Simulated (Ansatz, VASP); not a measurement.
## One calculation of Zn, two programs

Contents of POSCAR:

```
Zn
1.0
    2.5953344779      0.0000000000      0.0000000000
   -1.2976672390      2.2476255892      0.0000000000
    0.0000000000      0.0000000000      4.9905328455
Zn
2
Direct
    0.3333333333      0.6666666667      0.2500000000
    0.6666666667      0.3333333333      0.7500000000
```

Contents of INCAR.step1:

```
SYSTEM = Zn
ALGO = Normal ; EDIFF = 1E-4
ENCUT = 520 ; GGA = PE
ISMEAR = 0 ; LASPH = .True.
LCHARG = .False. ; LREAL = .False.
LWAVE = .True. ; NBANDS = 19
NELM = 100 ; PREC = Accurate
SIGMA = 0.1
```

The input INCAR.step2:

```
SYSTEM = Zn
ALGO = Normal ; EDIFF = 1E-6
ENCUT = 520 ; ISIF = 2
ISMEAR = 0 ; ISTART = 1
LASPH = .True. ; LCHARG = .True.
LELF = .True. ; LMIXTAU = .True.
LREAL = .False. ; LVHAR = .True.
LWAVE = .False. ; METAGGA = R2SCAN
NBANDS = 19 ; NELM = 100
PREC = Accurate ; SIGMA = 0.1
```

Contents of KPOINTS:

```
k-points
0
Gamma
  18 18 8
  0 0 0
```

Input for Ansatz:

```yaml
crystal:
  lattice:
    - [2.5953344779, 0.0, 0.0]
    - [-1.297667239, 2.2476255892, 0.0]
    - [0.0, 0.0, 4.9905328455]
  atoms:
    - { symbol: Zn, position: [0.3333333333, 0.6666666667, 0.25] }
    - { symbol: Zn, position: [0.6666666667, 0.3333333333, 0.75] }
basis:
  ecutwfc: 500
kpoints:
  mp_grid: { grid: [18, 18, 8] }
  band_path:
    path:
      - [[0.0, 0.0, 0.0], [0.5, 0.0, 0.0], [0.33333333, 0.33333333, 0.0], [0.0, 0.0, 0.0], [0.0, 0.0, 0.5], [0.5, 0.0, 0.5], [0.33333333, 0.33333333, 0.5], [0.0, 0.0, 0.5]]
      - [[0.5, 0.0, 0.5], [0.5, 0.0, 0.0]]
      - [[0.33333333, 0.33333333, 0.5], [0.33333333, 0.33333333, 0.0]]
    npoints: 14
hamiltonian:
  xc: r2scan
scf:
  occupations: { method: gaussian, width: 0.1 }
  n_extra_bands: 6
output:
  forces: true
  stress: true
  eigenvalues: true
  populations: true
  dos: { projected: true, de: 0.02, nscf_kmesh: { grid: [27, 27, 12] } }
  bader: true
  write_density: true
  write_potential: true
  elf: true
  volumetric_format: npy
```

Alike in both runs: task single point; functional r2SCAN; k mesh 18 × 18 × 8; occupations gaussian, width 0.1 eV; no spin polarisation.

|  | VASP | Ansatz |
| --- | --- | --- |
| version | VASP 6.6.1 | Ansatz 0.2.0 |
| potentials or method | VASP PAW PBE potentials, release 64 (Zn), cutoff 520 eV | scalar-relativistic, plane waves, PAW |
| valence electrons in the cell | 24 | 24 |

|  | VASP | Ansatz | Ansatz less VASP |
| --- | --- | --- | --- |
| gap on the k mesh at the Fermi level (eV) | none | none | - |
| pressure (GPa) | 0.5 | 0.0 | -0.51 |
| traceless stress, the component that is largest in VASP (GPa) | -0.24 | 0.01 | +0.250 |

VASP's potentials were made for PBE, not for r2SCAN. A gap of «none» marks a metal or a gap that the smearing closes. With one functional, cell and mesh, what is left measures potentials, basis and numerics.
